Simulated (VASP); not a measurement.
# BN (P1) in VASP: single point with PBE

Aim: the single point of BN with PBE.

Program: VASP 6.6.1. These are calculated values, not measurements. Logs are shortened: lines on timing, memory, paths and dates and some standing lists are left out, and cuts for length are marked.

## (1) The cell of the first run

The typed cell holds 4 atoms: a = 2.486 Å, b = 2.454 Å, c = 6.615 Å, α = 89.98°, β = 90.06°, γ = 119.27°.

## (2) Single point, PBE (atoms moved at random and the cell strained at random)

INCAR

```
  PREC = Accurate
  ENCUT = 520
  EDIFF = 1E-7
  ISMEAR = 0
  SIGMA = 0.02
  LREAL = False
  LASPH = True
  NELM = 100
  ALGO = Normal
  ISIF = 2
  LWAVE = False
  LCHARG = False
  GGA = PE
  NBANDS = 16
```

KPOINTS

```
Automatic mesh
0
Gamma
  12 12 4
```

POSCAR

```
BN
1.0
    2.4858878443      0.0250399170     -0.0012519959
   -1.2212587179      2.1284385737      0.0003440903
   -0.0033306000     -0.0008659560      6.6153043320
B N
2 2
Direct
    0.3344284249      0.6610453224      0.2646129826
    0.6288609798      0.2779776177      0.7460382514
    0.3003955147      0.6257032527      0.7398126464
    0.7363190742      0.4352738072      0.2495361196
```

Potentials or basis: VASP PAW PBE potentials, release 64 (B, N).

On the command line:

```
$ cat potpaw_PBE.64/B/POTCAR potpaw_PBE.64/N/POTCAR > POTCAR
$ mpirun -np 1 vasp_std > vasp.out
```

OUTCAR:

```text
PREC = Accurate
   ENCUT = 520
   EDIFF = 1E-7
   ISMEAR = 0
   LREAL = False
   LASPH = True
   NELM = 100
   ISIF = 2
   GGA = PE

 ion  position               nearest neighbor table
   1  0.334  0.661  0.265-   4 1.31   4 1.36   4 1.66
   2  0.629  0.278  0.746-   3 1.40   3 1.44   3 1.46
   3  0.300  0.626  0.740-   2 1.40   2 1.44   2 1.46
   4  0.736  0.435  0.250-   1 1.31   1 1.36   1 1.66

  LATTYP: Found a triclinic cell.
 ALAT       =     2.4860142677
 B/A-ratio  =     0.9870901013
 C/A-ratio  =     2.6610085521
 COS(alpha) =     0.0002772459
 COS(beta)  =     0.0010083774
 COS(gamma) =     0.4889150609

  Lattice vectors:

 A1 = (   2.4858878443,   0.0250399170,  -0.0012519959)
 A2 = (   1.2212587179,  -2.1284385737,  -0.0003440903)
 A3 = (   0.0033306000,   0.0008659560,  -6.6153043320)

Analysis of symmetry for initial positions (statically):
=====================================================================
 Subroutine PRICEL returns:
 Original cell was already a primitive cell.

 Routine SETGRP: Setting up the symmetry group for a
 triclinic supercell.

 Subroutine GETGRP returns: Found  1 space group operations
 (whereof  1 operations were pure point group operations)
 out of a pool of  2 trial point group operations.

The static configuration has the point symmetry C_1 .

Analysis of symmetry for dynamics (positions and initial velocities):
=====================================================================
 Subroutine PRICEL returns:
 Original cell was already a primitive cell.

 Routine SETGRP: Setting up the symmetry group for a
 triclinic supercell.

 Subroutine GETGRP returns: Found  1 space group operations
 (whereof  1 operations were pure point group operations)
 out of a pool of  2 trial point group operations.

The dynamic configuration has the point symmetry C_1 .

 Subroutine INISYM returns: Found  1 space group operations
 (whereof  1 operations are pure point group operations),
 and found     1 'primitive' translations

----------------------------------------------------------------------------------------

                                     Primitive cell

  volume of cell :      35.2043

  direct lattice vectors                    reciprocal lattice vectors
     2.485887844  0.025039917 -0.001251996     0.399959275  0.229489203  0.000231408
    -1.221258718  2.128438574  0.000344090    -0.004705271  0.467128175  0.000058779
    -0.003330600 -0.000865956  6.615304332     0.000075940  0.000019135  0.151164666

  length of vectors
     2.486014268  2.453920075  6.615305227     0.461121209  0.467151875  0.151164686

  position of ions in fractional coordinates (direct lattice)
     0.334428425  0.661045322  0.264612983
     0.628860980  0.277977618  0.746038251
     0.300395515  0.625703253  0.739812646
     0.736319074  0.435273807  0.249536120

  ion indices of the primitive-cell ions
   primitive index   ion index
                 1           1
                 2           2
                 3           3
                 4           4

----------------------------------------------------------------------------------------

 KPOINTS: Automatic mesh

Automatic generation of k-mesh.
 Grid dimensions read from file:
 generate k-points for:   12   12    4

 Generating k-lattice:

  Cartesian coordinates                     Fractional coordinates (reciprocal lattice)
     0.033329940  0.019124100  0.000019284     0.083333333 -0.000000000  0.000000000
    -0.000392106  0.038927348  0.000004898     0.000000000  0.083333333  0.000000000
     0.000018985  0.000004784  0.037791166     0.000000000 -0.000000000  0.250000000

  Length of vectors
     0.038426767  0.038929323  0.037791172

  Shift w.r.t. Gamma in fractional coordinates (k-lattice)
     0.000000000  0.000000000  0.000000000

 Subroutine IBZKPT returns following result:
 ===========================================

 Found    292 irreducible k-points:

 Following reciprocal coordinates:
            Coordinates               Weight
  0.000000  0.000000  0.000000      1.000000
  0.083333 -0.000000 -0.000000      2.000000
  0.166667  0.000000  0.000000      2.000000
  0.250000  0.000000  0.000000      2.000000
  0.333333  0.000000  0.000000      2.000000
  0.416667 -0.000000  0.000000      2.000000
[... 16 lines left out ...]
  0.250000  0.166667  0.000000      2.000000
  0.333333  0.166667  0.000000      2.000000
 [... further k-points ...]
   k-points           NKPTS =    292   k-points in BZ     NKDIM =    292   number of bands    NBANDS=     16
   number of dos      NEDOS =    301   number of ions     NIONS =      4
   total plane-waves  NPLWV =  16200
   dimension x,y,z NGX =    18 NGY =   18 NGZ =   50
   dimension x,y,z NGXF=    36 NGYF=   36 NGZF=  100
   ions per type =               2   2
   NGX,Y,Z   is equivalent  to a cutoff of  12.04, 12.19, 12.57 a.u.
   NGXF,Y,Z  is equivalent  to a cutoff of  24.07, 24.39, 25.13 a.u.
 SYSTEM =  unknown system
   PREC   = accura    normal or accurate (medium, high low for compatibility)
   ISTART =      0    job   : 0-new  1-cont  2-samecut
   ICHARG =      2    charge: 1-file 2-atom 10-const
   ISPIN  =      1    spin polarized calculation?
   LNONCOLLINEAR =      F non collinear calculations
   LSORBIT =      F    spin-orbit coupling
   LASPH  =      T    aspherical Exc in radial PAW
   ENCUT  =  520.0 eV  38.22 Ry    6.18 a.u.   4.62  4.56 12.30*2*pi/ulx,y,z
   NELM   =    100;   NELMIN=  2; NELMDL= -5     # of ELM steps
   EDIFF  = 0.1E-06   stopping-criterion for ELM
   LREAL  =      F    real-space projection
   EDIFFG = 0.1E-05   stopping-criterion for IOM
   NSW    =      0    number of steps for IOM
   IBRION =     -1    ionic relax: 0-MD 1-quasi-New 2-CG
   NFREE  =      0    steps in history (QN), initial steepest desc. (CG)
   ISIF   =      2    stress and relaxation
   ISYM   =      2    0-nonsym 1-usesym 2-fastsym
   POTIM  = 0.5000    time-step for ionic-motion
   TEBEG  =    0.0;   TEEND  =   0.0 temperature during run
   PSTRESS=    0.0 pullay stress
   NELECT =      16.0000    total number of electrons
   NUPDOWN=      -1.0000    fix difference up-down
   EMIN   =  10.00;   EMAX   =-10.00  energy-range for DOS
   EFERMI =   0.00;   METHOD = LEGACY
   ISMEAR =     0;   SIGMA  =   0.02  broadening in eV -4-tet -1-fermi 0-gaus
   EFERMI_NEDOS =   21; number of points for ismear=-14 and -15
   IALGO  =     38    algorithm
   IMIX   =      4    mixing-type and parameters
     AMIX     =   0.40;   BMIX     =  1.00
     AMIX_MAG =   1.60;   BMIX_MAG =  1.00
  volume/ion in A,a.u.               =       8.80        59.39
  Fermi-wavevector in a.u.,A,eV,Ry     =   1.258683  2.378566 21.555484  1.584283
  Thomas-Fermi vector in A             =   2.392281
   LORBIT       =      0    0 simple, 1 ext, 2 COOP (PROOUT), +10 PAW based schemes
   GGA     = PE    functional components
   LHFCALC =     F    Hartree Fock is set to
   AEXX    =    0.0000 exact exchange contribution
   IVDW    =     0    specifies the selected vdW correction
   LEPSILON=     F    determine dielectric tensor
   LRPA    =     F    only Hartree local field effects (RPA)
 non-spin polarized calculation
 Gauss-broadening in eV      SIGMA  =   0.02
  energy-cutoff  :      520.00
  volume of cell :       35.20
 maximum number of plane-waves:       969
   NGX =  9   NGY =  9   NGZ = 25

 number of electron      15.9999998 magnetization

 Free energy of the ion-electron system (eV)
  ---------------------------------------------------
  ext. energy  EPLUGINS =         0.00000000
  ---------------------------------------------------
  free energy    TOTEN  =       -34.07926358 eV

  energy without entropy =      -34.07926358  energy(sigma->0) =      -34.07926358

 E-fermi :   4.0515     XC(G=0): -10.1535

 val. band max:        3.9024235234   @ k =   0.0000   0.0000   0.5000
 cond. band min:       6.2287055655   @ k =   0.5000   0.0000   0.5000
 fundamental gap:      2.3262820421
 Fermi energy:         4.0515262114

 k-point     1 :       0.0000    0.0000    0.0000
  band No.  band energies     occupation
      1     -15.5749      2.00000
      2     -15.2385      2.00000
      3      -4.0060      2.00000
      4      -1.8397      2.00000
      5      -1.3972      2.00000
      6       0.7308      2.00000
[... 8 lines left out ...]
     15      16.0096      0.00000
     16      17.7125      0.00000

 k-point     2 :       0.0833   -0.0000   -0.0000
  band No.  band energies     occupation
      1     -15.4418      2.00000
      2     -15.1142      2.00000
      3      -3.8176      2.00000
      4      -1.7682      2.00000
      5      -1.6307      2.00000
      6       0.3219      2.00000
[... 8 lines left out ...]
     15      15.7174      0.00000
     16      17.6416      0.00000

 k-point     3 :       0.1667    0.0000    0.0000
  band No.  band energies     occupation
      1     -15.0508      2.00000
      2     -14.7497      2.00000
      3      -3.2620      2.00000
      4      -2.6339      2.00000
      5      -1.1593      2.00000
      6      -0.9896      2.00000
[... 8 lines left out ...]
     15      16.8970      0.00000
     16      17.9693      0.00000

 k-point     4 :       0.2500    0.0000    0.0000
  band No.  band energies     occupation
      1     -14.4322      2.00000
      2     -14.1721      2.00000
      3      -3.8886      2.00000
      4      -2.8044      2.00000
      5      -2.3351      2.00000
      6      -0.4815      2.00000
[... 8 lines left out ...]
     15      17.8006      0.00000
     16      19.0877      0.00000

 k-point     5 :       0.3333    0.0000    0.0000
  band No.  band energies     occupation
      1     -13.6646      2.00000
      2     -13.4455      2.00000
      3      -5.2230      2.00000
      4      -4.6100      2.00000
      5      -1.1352      2.00000
      6      -1.0969      2.00000
[... 8 lines left out ...]
     15      18.1670      0.00000
     16      21.4970      0.00000

 k-point     6 :       0.4167   -0.0000    0.0000
  band No.  band energies     occupation
      1     -12.9420      2.00000
      2     -12.7237      2.00000
      3      -6.3307      2.00000
      4      -6.0545      2.00000
      5      -1.4986      2.00000
      6       0.0350      2.00000
[... 8 lines left out ...]
     15      18.0250      0.00000
     16      22.2562      0.00000

 k-point     7 :       0.5000    0.0000    0.0000
  band No.  band energies     occupation
      1     -12.6210      2.00000
      2     -12.3777      2.00000
      3      -6.7856      2.00000
      4      -6.6547      2.00000
      5      -1.6374      2.00000
      6      -0.1461      2.00000
[... 8 lines left out ...]
     15      18.0695      0.00000
     16      22.0971      0.00000

 k-point     8 :      -0.0000    0.0833    0.0000
  band No.  band energies     occupation
      1     -15.4340      2.00000
      2     -15.0976      2.00000
      3      -3.8196      2.00000
      4      -1.6755      2.00000
      5      -1.5467      2.00000
      6       0.2137      2.00000
[... 8 lines left out ...]
     15      15.8678      0.00000
     16      18.0023      0.00000

 k-point     9 :       0.0833    0.0833   -0.0000
  band No.  band energies     occupation
      1     -15.1700      2.00000
      2     -14.8438      2.00000
      3      -3.4541      2.00000
      4      -2.0748      2.00000
      5      -1.3443      2.00000
      6      -0.6165      2.00000
[... 8 lines left out ...]
     15      16.4151      0.00000
     16      18.1563      0.00000
[... 172 lines left out ...]
 k-point    19 :      -0.0833    0.0833    0.0000
  band No.  band energies     occupation
      1     -15.4353      2.00000
      2     -15.1071      2.00000
      3      -3.8119      2.00000
      4      -1.7382      2.00000
      5      -1.6191      2.00000
      6       0.4017      2.00000
[... 8 lines left out ...]
     15      15.8352      0.00000
     16      17.7484      0.00000

 k-point    20 :      -0.0000    0.1667    0.0000
  band No.  band energies     occupation
      1     -15.0197      2.00000
      2     -14.6811      2.00000
      3      -3.2698      2.00000
      4      -1.9366      2.00000
      5      -1.2006      2.00000
      6      -1.1231      2.00000
[... 8 lines left out ...]
     15      16.6976      0.00000
     16      18.3270      0.00000

 k-point    21 :       0.0833    0.1667   -0.0000
  band No.  band energies     occupation
      1     -14.6370      2.00000
      2     -14.3092      2.00000
      3      -2.7494      2.00000
      4      -2.5858      2.00000
      5      -2.0591      2.00000
      6      -0.7347      2.00000
[... 8 lines left out ...]
     15      17.6091      0.00000
     16      18.0099      0.00000

 k-point    22 :       0.1667    0.1667    0.0000
  band No.  band energies     occupation
      1     -14.0315      2.00000
      2     -13.7418      2.00000
      3      -3.7872      2.00000
      4      -3.2247      2.00000
      5      -1.8704      2.00000
      6      -1.4526      2.00000
[... 8 lines left out ...]
     15      17.1999      0.00000
     16      18.4909      0.00000

 k-point    23 :       0.2500    0.1667    0.0000
  band No.  band energies     occupation
      1     -13.2760      2.00000
      2     -13.0597      2.00000
      3      -5.0854      2.00000
      4      -4.5717      2.00000
      5      -2.3597      2.00000
      6      -1.4462      2.00000
[... 8 lines left out ...]
     15      17.0999      0.00000
     16      19.3566      0.00000

 k-point    24 :       0.3333    0.1667    0.0000
  band No.  band energies     occupation
      1     -12.5661      2.00000
      2     -12.4263      2.00000
      3      -6.1061      2.00000
      4      -5.7904      2.00000
      5      -2.8787      2.00000
      6      -1.8105      2.00000
[... 8 lines left out ...]
     15      17.2225      0.00000
     16      20.8668      0.00000

 [... further k-points ...]
[... 5 lines left out ...]
  --------------------------------------------------------------------------------------
  -------------------------------------------------------------------------------------
  Total        7.8817373      4.0601357      0.5332301     -0.8093452      0.7065209      0.2418699
  in kB      358.7049364    184.7804199     24.2677823    -36.8340254     32.1543986     11.0077152
  external PRESSURE =     189.2510462 kB  Pullay stress =       0.0000000 kB

 VOLUME and BASIS-vectors are now :
 -----------------------------------------------------------------------------
  energy-cutoff  :      520.00
  volume of cell :       35.20
      direct lattice vectors                 reciprocal lattice vectors
     2.485887844  0.025039917 -0.001251996     0.399959275  0.229489203  0.000231408
    -1.221258718  2.128438574  0.000344090    -0.004705271  0.467128175  0.000058779
    -0.003330600 -0.000865956  6.615304332     0.000075940  0.000019135  0.151164666

 POSITION                                       TOTAL-FORCE (eV/Angst)
 -----------------------------------------------------------------------------------
      0.02316      1.41514      1.75030         2.327760      6.418622     -0.914507
      1.22131      0.60676      4.93458         0.030524      1.541070     -0.426656
     -0.01986      1.33865      4.89393        -0.019041     -1.530517      0.487383
      1.29799      0.94467      1.64999        -2.339243     -6.429175      0.853780
 -----------------------------------------------------------------------------------
    total drift:                               -0.000380     -0.000318     -0.000003

  FREE ENERGIE OF THE ION-ELECTRON SYSTEM (eV)
  ---------------------------------------------------
  free  energy   TOTEN  =       -34.0792635826 eV

  energy  without entropy=      -34.0792635826  energy(sigma->0) =      -34.07926358
```

Run time: 62 s. Hardware: 1 thread of Intel Xeon 6975P-C (Granite Rapids), shared host; peak memory 0.24 GiB.

Results:

| Quantity | Value |
| --- | --- |
| Free energy | -34.0793 eV |
| Pressure | 18.9 GPa |
| Largest force | 6.895 eV/Å |
| Band gap on the k mesh | 2.33 eV, indirect (least direct gap 3.68 eV) |

Forces in eV/Å, atoms in the order of the input:
```
B    2.328  6.419 -0.915
B    0.031  1.541 -0.427
N   -0.019 -1.531  0.487
N   -2.339 -6.429  0.854
```

Levels at points of the mesh, in eV from the valence-band top:
| k point | band 4 | band 5 | band 6 | band 7 | band 8 | band 9 | band 10 | band 11 | band 12 | band 13 |
| --- | --- | --- | --- | --- | --- | --- | --- | --- | --- | --- |
| (0.00, 0.00, 0.00) | -5.74 | -5.30 | -3.17 | -2.45 | 0.00 | 3.67 | 7.58 | 8.91 | 9.69 | 10.81 |
| (0.50, 0.00, 0.00) | -10.56 | -5.54 | -4.05 | -2.89 | -2.02 | 2.51 | 3.65 | 7.91 | 8.84 | 11.18 |
| (0.00, 0.50, 0.00) | -9.87 | -7.12 | -5.56 | -3.53 | -1.99 | 2.72 | 5.95 | 8.09 | 8.63 | 11.46 |
| (0.50, 0.50, 0.00) | -10.46 | -5.94 | -4.55 | -2.82 | -1.88 | 2.75 | 3.98 | 6.80 | 8.20 | 11.44 |
| (0.00, 0.00, 0.50) | -6.78 | -5.30 | -3.17 | -2.45 | 0.00 | 5.89 | 6.15 | 7.81 | 9.71 | 10.85 |
| (0.50, 0.00, 0.50) | -10.56 | -5.54 | -4.05 | -2.67 | -2.10 | 2.33 | 3.28 | 8.09 | 9.05 | 11.98 |
| (0.00, 0.50, 0.50) | -9.89 | -7.12 | -5.56 | -3.24 | -2.34 | 3.05 | 5.18 | 8.41 | 8.62 | 12.01 |
| (0.50, 0.50, 0.50) | -10.47 | -5.94 | -4.55 | -2.50 | -2.12 | 2.82 | 3.45 | 6.89 | 8.34 | 12.17 |

Caveat: the cell differs from its parent crystal (atoms moved at random and the cell strained at random); forces of over 1 eV/Å act on the atoms, so gaps and moduli don't describe the material at rest. A k mesh can miss the band edges.
